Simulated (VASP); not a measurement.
# C (R-3m) in VASP: further runs

Runs on C. Level: LDA. Tasks: single point, relaxation of cell and atoms.

Program: VASP 6.6.1. These are calculated values, not measurements. Logs are shortened: lines on timing, memory, paths and dates and some standing lists are left out, and cuts for length are marked.

### Step 1. The cell of the first run

It takes space group R-3m (No. 166, trigonal). Conventional cell: a = 2.445 Å, b = 2.445 Å, c = 9.983 Å, α = 90.00°, β = 90.00°, γ = 120.00°. C (site symmetry 3m) has 3 C at 1.41 Å within 1.9 Å.

### Step 2. Single point, LDA

INCAR

```
SYSTEM = C
PREC = Accurate
ENCUT = 520
EDIFF = 1E-7
ISMEAR = -1
SIGMA = 0.08
LREAL = .False.
LASPH = .True.
NELM = 60
ALGO = Normal
ISIF = 2
LWAVE = .False.
LCHARG = .False.
NBANDS = 11
```

KPOINTS

```
Automatic mesh
0
Gamma
  22 22 22
  0 0 0
```

POSCAR

```
C
1.0
    1.2224565501      0.7057856182      3.3277485168
   -1.2224565501      0.7057856182      3.3277485168
    0.0000000000     -1.4115712365      3.3277485168
C
2
Direct
    0.8333923194      0.8333923194      0.8333923194
    0.1666076806      0.1666076806      0.1666076806
```

Potentials or basis: VASP PAW LDA potentials, release 64 (C).

Run with:

```bash
cat potpaw_LDA.64/C/POTCAR > POTCAR
mpirun -np 1 vasp_std > vasp.out
```

OUTCAR:

```text
SYSTEM = C
   PREC = Accurate
   ENCUT = 520
   EDIFF = 1E-7
   ISMEAR = -1
   LREAL = .False.
   LASPH = .True.
   NELM = 60
   ISIF = 2

 ion  position               nearest neighbor table
   1  0.833  0.833  0.833-   2 1.41   2 1.41   2 1.41
   2  0.167  0.167  0.167-   1 1.41   1 1.41   1 1.41

  LATTYP: Found a trigonal (rhomboedric) cell.
 ALAT       =     3.6147535942
 COS(alpha) =     0.7712613977

  Lattice vectors:

 A1 = (   1.2224565501,   0.7057856182,   3.3277485168)
 A2 = (  -1.2224565501,   0.7057856182,   3.3277485168)
 A3 = (   0.0000000000,  -1.4115712365,   3.3277485168)

Analysis of symmetry for initial positions (statically):
=====================================================================
 Subroutine PRICEL returns:
 Original cell was already a primitive cell.

 Routine SETGRP: Setting up the symmetry group for a
 trigonal (rhombohedral) supercell.

 Subroutine GETGRP returns: Found 12 space group operations
 (whereof 12 operations were pure point group operations)
 out of a pool of 12 trial point group operations.

The static configuration has the point symmetry D_3d.

Analysis of symmetry for dynamics (positions and initial velocities):
=====================================================================
 Subroutine PRICEL returns:
 Original cell was already a primitive cell.

 Routine SETGRP: Setting up the symmetry group for a
 trigonal (rhombohedral) supercell.

 Subroutine GETGRP returns: Found 12 space group operations
 (whereof 12 operations were pure point group operations)
 out of a pool of 12 trial point group operations.

The dynamic configuration has the point symmetry D_3d.

 Subroutine INISYM returns: Found 12 space group operations
 (whereof 12 operations are pure point group operations),
 and found     1 'primitive' translations

----------------------------------------------------------------------------------------

                                     Primitive cell

  volume of cell :      17.2269

  direct lattice vectors                    reciprocal lattice vectors
     1.222456550  0.705785618  3.327748517     0.409012492  0.236143472  0.100167826
    -1.222456550  0.705785618  3.327748517    -0.409012492  0.236143472  0.100167826
     0.000000000 -1.411571236  3.327748517     0.000000000 -0.472286945  0.100167826

  length of vectors
     3.614753594  3.614753594  3.614753594     0.482792452  0.482792452  0.482792452

  position of ions in fractional coordinates (direct lattice)
     0.833392319  0.833392319  0.833392319
     0.166607681  0.166607681  0.166607681

  ion indices of the primitive-cell ions
   primitive index   ion index
                 1           1
                 2           2

----------------------------------------------------------------------------------------

 KPOINTS: Automatic mesh

Automatic generation of k-mesh.
 Grid dimensions read from file:
 generate k-points for:   22   22   22

 Generating k-lattice:

  Cartesian coordinates                     Fractional coordinates (reciprocal lattice)
     0.018591477  0.010733794  0.004553083     0.045454545 -0.000000000  0.000000000
    -0.018591477  0.010733794  0.004553083    -0.000000000  0.045454545  0.000000000
     0.000000000 -0.021467588  0.004553083     0.000000000  0.000000000  0.045454545

  Length of vectors
     0.021945111  0.021945111  0.021945111

  Shift w.r.t. Gamma in fractional coordinates (k-lattice)
     0.000000000  0.000000000  0.000000000

 Subroutine IBZKPT returns following result:
 ===========================================

 Found   1024 irreducible k-points:

 Following reciprocal coordinates:
            Coordinates               Weight
  0.000000  0.000000  0.000000      1.000000
  0.045455 -0.000000  0.000000      6.000000
  0.090909 -0.000000  0.000000      6.000000
  0.136364  0.000000 -0.000000      6.000000
  0.181818 -0.000000 -0.000000      6.000000
  0.227273  0.000000 -0.000000      6.000000
[... 16 lines left out ...]
  0.500000  0.045455  0.000000     12.000000
 -0.454545  0.045455  0.000000     12.000000
 [... further k-points ...]
   k-points           NKPTS =   1024   k-points in BZ     NKDIM =   1024   number of bands    NBANDS=     11
   number of dos      NEDOS =    301   number of ions     NIONS =      2
   total plane-waves  NPLWV =  21952
   dimension x,y,z NGX =    28 NGY =   28 NGZ =   28
   dimension x,y,z NGXF=    56 NGYF=   56 NGZF=   56
   ions per type =               2
   NGX,Y,Z   is equivalent  to a cutoff of  12.88, 12.88, 12.88 a.u.
   NGXF,Y,Z  is equivalent  to a cutoff of  25.75, 25.75, 25.75 a.u.
 SYSTEM =  C
   PREC   = accura    normal or accurate (medium, high low for compatibility)
   ISTART =      0    job   : 0-new  1-cont  2-samecut
   ICHARG =      2    charge: 1-file 2-atom 10-const
   ISPIN  =      1    spin polarized calculation?
   LNONCOLLINEAR =      F non collinear calculations
   LSORBIT =      F    spin-orbit coupling
   LASPH  =      T    aspherical Exc in radial PAW
   ENCUT  =  520.0 eV  38.22 Ry    6.18 a.u.   6.72  6.72  6.72*2*pi/ulx,y,z
   NELM   =     60;   NELMIN=  2; NELMDL= -5     # of ELM steps
   EDIFF  = 0.1E-06   stopping-criterion for ELM
   LREAL  =      F    real-space projection
   EDIFFG = 0.1E-05   stopping-criterion for IOM
   NSW    =      0    number of steps for IOM
   IBRION =     -1    ionic relax: 0-MD 1-quasi-New 2-CG
   NFREE  =      0    steps in history (QN), initial steepest desc. (CG)
   ISIF   =      2    stress and relaxation
   ISYM   =      2    0-nonsym 1-usesym 2-fastsym
   POTIM  = 0.5000    time-step for ionic-motion
   TEBEG  =    0.0;   TEEND  =   0.0 temperature during run
   PSTRESS=    0.0 pullay stress
   NELECT =       8.0000    total number of electrons
   NUPDOWN=      -1.0000    fix difference up-down
   EMIN   =  10.00;   EMAX   =-10.00  energy-range for DOS
   EFERMI =   0.00;   METHOD = LEGACY
   ISMEAR =    -1;   SIGMA  =   0.08  broadening in eV -4-tet -1-fermi 0-gaus
   EFERMI_NEDOS =   21; number of points for ismear=-14 and -15
   IALGO  =     38    algorithm
   IMIX   =      4    mixing-type and parameters
     AMIX     =   0.40;   BMIX     =  1.00
     AMIX_MAG =   1.60;   BMIX_MAG =  1.00
  volume/ion in A,a.u.               =       8.61        58.13
  Fermi-wavevector in a.u.,A,eV,Ry     =   1.267755  2.395710 21.867338  1.607204
  Thomas-Fermi vector in A             =   2.400887
   LORBIT       =      0    0 simple, 1 ext, 2 COOP (PROOUT), +10 PAW based schemes
   GGA     = CA    functional components
   LHFCALC =     F    Hartree Fock is set to
   AEXX    =    0.0000 exact exchange contribution
   IVDW    =     0    specifies the selected vdW correction
   LEPSILON=     F    determine dielectric tensor
   LRPA    =     F    only Hartree local field effects (RPA)
 non-spin polarized calculation
  energy-cutoff  :      520.00
  volume of cell :       17.23
 maximum number of plane-waves:       476
   NGX = 13   NGY = 13   NGZ = 13

 number of electron       8.0000000 magnetization

 Free energy of the ion-electron system (eV)
  ---------------------------------------------------
  ext. energy  EPLUGINS =         0.00000000
  ---------------------------------------------------
  free energy    TOTEN  =       -20.22379977 eV

  energy without entropy =      -20.22333882  energy(sigma->0) =      -20.22356930

 E-fermi :   4.8231     XC(G=0): -10.8565

 val. band max:        4.7812047375   @ k =  -0.3182   0.3182   0.0000
 cond. band min:       4.8750083542   @ k =  -0.3182   0.3182   0.0000
 fundamental gap:      0.0938036167
 Fermi energy:         4.8231226037

 k-point     1 :       0.0000    0.0000    0.0000
  band No.  band energies     occupation
      1     -14.8609      2.00000
      2      -1.8813      2.00000
      3       1.7995      2.00000
      4       1.7995      2.00000
      5       8.6377      0.00000
      6      13.2712      0.00000
      7      13.2712      0.00000
      8      16.3323      0.00000
      9      18.3006      0.00000
     10      27.5174      0.00000
     11      30.3834      0.00000

 k-point     2 :       0.0455   -0.0000    0.0000
  band No.  band energies     occupation
      1     -14.8104      2.00000
      2      -1.8301      2.00000
      3       1.6024      2.00000
      4       1.6918      2.00000
      5       8.7097      0.00000
      6      13.3042      0.00000
      7      13.4871      0.00000
      8      16.1527      0.00000
      9      18.3771      0.00000
     10      27.6810      0.00000
     11      29.9953      0.00000

 k-point     3 :       0.0909   -0.0000    0.0000
  band No.  band energies     occupation
      1     -14.6591      2.00000
      2      -1.6769      2.00000
      3       1.0443      2.00000
      4       1.3949      2.00000
      5       8.9256      0.00000
      6      13.3713      0.00000
      7      14.1066      0.00000
      8      15.6381      0.00000
      9      18.6162      0.00000
     10      28.1107      0.00000
     11      28.8577      0.00000

 k-point     4 :       0.1364    0.0000   -0.0000
  band No.  band energies     occupation
      1     -14.4074      2.00000
      2      -1.4224      2.00000
      3       0.2054      2.00000
      4       0.9703      2.00000
      5       9.2849      0.00000
      6      13.4087      0.00000
      7      14.8487      0.00000
      8      15.0630      0.00000
      9      19.0263      0.00000
     10      27.3030      0.00000
     11      28.8743      0.00000

 k-point     5 :       0.1818   -0.0000   -0.0000
  band No.  band energies     occupation
      1     -14.0565      2.00000
      2      -1.0687      2.00000
      3      -0.8243      2.00000
      4       0.4847      2.00000
      5       9.7844      0.00000
      6      13.3624      0.00000
      7      13.8718      0.00000
      8      16.2792      0.00000
      9      19.5767      0.00000
     10      25.9066      0.00000
     11      28.4763      0.00000
[... 211 lines left out ...]
 k-point    21 :       0.4091    0.0455   -0.0000
  band No.  band energies     occupation
      1     -11.2542      2.00000
      2      -6.1564      2.00000
      3      -1.4848      2.00000
      4       1.5217      2.00000
      5       8.4984      0.00000
      6      13.0405      0.00000
      7      14.0303      0.00000
      8      19.2417      0.00000
      9      22.3894      0.00000
     10      23.3997      0.00000
     11      26.0326      0.00000

 k-point    22 :       0.4545    0.0455   -0.0000
  band No.  band energies     occupation
      1     -10.4119      2.00000
      2      -7.2782      2.00000
      3      -1.6796      2.00000
      4       2.2039      2.00000
      5       7.5193      0.00000
      6      12.9929      0.00000
      7      15.1217      0.00000
      8      18.2651      0.00000
      9      22.4120      0.00000
     10      24.2018      0.00000
     11      25.9705      0.00000

 k-point    23 :       0.5000    0.0455    0.0000
  band No.  band energies     occupation
      1      -9.5606      2.00000
      2      -8.2718      2.00000
      3      -1.7783      2.00000
      4       2.7076      2.00000
      5       6.8676      0.00000
      6      12.9576      0.00000
      7      16.2088      0.00000
      8      17.1916      0.00000
      9      22.2945      0.00000
     10      24.8235      0.00000
     11      25.9219      0.00000

 k-point    24 :      -0.4545    0.0455    0.0000
  band No.  band energies     occupation
      1      -9.5817      2.00000
      2      -8.2513      2.00000
      3      -1.7787      2.00000
      4       2.7706      2.00000
      5       6.8135      0.00000
      6      12.9552      0.00000
      7      15.8351      0.00000
      8      17.4985      0.00000
      9      22.3543      0.00000
     10      24.8326      0.00000
     11      25.9222      0.00000

 [... further k-points ...]

------------------------ aborting loop because EDIFF is reached ----------------------------------------

  FORCE on cell =-STRESS in cart. coord.  units (eV):
  Direction    XX          YY          ZZ          XY          YZ          ZX
  --------------------------------------------------------------------------------------
  -------------------------------------------------------------------------------------
  Total        0.1379105      0.1379105     -0.0130434      0.0000000      0.0000000      0.0000000
  in kB       12.8262592     12.8262592     -1.2130918      0.0000000      0.0000000      0.0000000
  external PRESSURE =       8.1464756 kB  Pullay stress =       0.0000000 kB

 VOLUME and BASIS-vectors are now :
 -----------------------------------------------------------------------------
  energy-cutoff  :      520.00
  volume of cell :       17.23
      direct lattice vectors                 reciprocal lattice vectors
     1.222456550  0.705785618  3.327748517     0.409012492  0.236143472  0.100167826
    -1.222456550  0.705785618  3.327748517    -0.409012492  0.236143472  0.100167826
     0.000000000 -1.411571236  3.327748517     0.000000000 -0.472286945  0.100167826

 POSITION                                       TOTAL-FORCE (eV/Angst)
 -----------------------------------------------------------------------------------
      0.00000     -0.00000      8.31996         0.000000     -0.000000      0.000204
      0.00000     -0.00000      1.66329         0.000000      0.000000     -0.000204
 -----------------------------------------------------------------------------------
    total drift:                                0.000000      0.000000     -0.000000

  FREE ENERGIE OF THE ION-ELECTRON SYSTEM (eV)
  ---------------------------------------------------
  free  energy   TOTEN  =       -20.2237997723 eV

  energy  without entropy=      -20.2233388233  energy(sigma->0) =      -20.22356930
```

Run time: 4.7 min. Hardware: 1 thread of Intel Xeon 6975P-C (Granite Rapids), shared host; peak memory 0.25 GiB.

Results:

```
Free energy : -20.2238 eV
Pressure    : 0.8 GPa
```

(Continued in part 2 of 2.)
